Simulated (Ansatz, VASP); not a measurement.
**Fe in VASP and in Ansatz**

File INCAR:

```
ALGO     = Normal         # electronic algorithm
EDIFF    = 1E-6           # SCF threshold, eV
ENCUT    = 520            # plane-wave cutoff, eV
GGA      = PS             # functional
ISIF     = 2              # what is computed and relaxed
ISMEAR   = -1             # smearing method
ISPIN    = 2              # spin polarisation
LASPH    = True           # aspherical terms in the spheres
LCHARG   = False          # write CHGCAR
LMAXMIX  = 4              # l up to which the mixer works
LORBIT   = 11             # projections on sites
LREAL    = False          # projectors in reciprocal space
LWAVE    = False          # write WAVECAR
MAGMOM   = 0.012 0.012 -0.445 -0.445 # initial moments
NBANDS   = 28             # bands
NELM     = 150            # most SCF steps
PREC     = Accurate       # precision mode
SIGMA    = 0.05           # smearing width, eV
```

KPOINTS

```
k-points
0
Gamma
  17 17 5
```

File POSCAR:

```
Fe
1.0
    2.3528261547      0.0000000000      0.0000000000
   -1.1764130774      2.0376072206      0.0000000000
    0.0000000000      0.0000000000      7.5845147923
Fe
4
Direct
    0.0000000000      0.0000000000      0.0000000000
    0.0000000000      1.0000000000      0.5000000000
    0.3333333333      0.6666666667      0.2500000000
    0.6666666667      0.3333333333      0.7500000000
```

Input for Ansatz:

```yaml
crystal:
  lattice:
    - [2.3528261547, 0.0, 0.0]
    - [-1.1764130774, 2.0376072206, 0.0]
    - [0.0, 0.0, 7.5845147923]
  atoms:
    - { symbol: Fe, position: [0.0, 0.0, 0.0], spin: 0.012 }
    - { symbol: Fe, position: [0.0, 1.0, 0.5], spin: 0.012 }
    - { symbol: Fe, position: [0.3333333333, 0.6666666667, 0.25], spin: -0.445 }
    - { symbol: Fe, position: [0.6666666667, 0.3333333333, 0.75], spin: -0.445 }
hamiltonian:
  xc: pbesol
  pseudopotentials:
    kind: paw
    azcp:
      Fe: "pseudopotentials/Fe.paw.azcp"
basis:
  ecutwfc: 420
  fft_grid_basis: typed
kpoints:
  mp_grid: { grid: [17, 17, 5], shift: [0, 0, 0] }
magnetization:
  spin_polarized: true
scf:
  occupations: { method: fermi_dirac, width: 0.05 }
  lower_state_search: "off"
output:
  stress: true
```

Alike in both runs: task single point; functional PBEsol; k mesh 17 × 17 × 5; occupations fermi-dirac, width 0.05 eV; collinear spin.

|  | VASP | Ansatz |
| --- | --- | --- |
| version | VASP 6.6.1 | Ansatz 0.2.0 |
| potentials or method | VASP PAW PBE potentials, release 64 (Fe), cutoff 520 eV | plane waves (420 eV) with PAW, scalar-relativistic |
| valence electrons in the cell | 32 | 64 |

Ansatz gave:

- net moment per atom (μB): 0.00
- size of the moment on the site where the two differ most (μB): 0.00

Question: Which values does VASP return?

Answer: net moment per atom (μB): 0.04; size of the moment on the site where the two differ most (μB): 0.07.

VASP's potentials were made for PBE, not for PBEsol, and Ansatz warns of the same on its side. Site moments also hang on the region over which each program counts them. VASP's potentials hold 32 valence electrons a cell and Ansatz's 64, so a difference there can come from the potentials and not from the codes. Ansatz's warnings: seeded moment not kept.
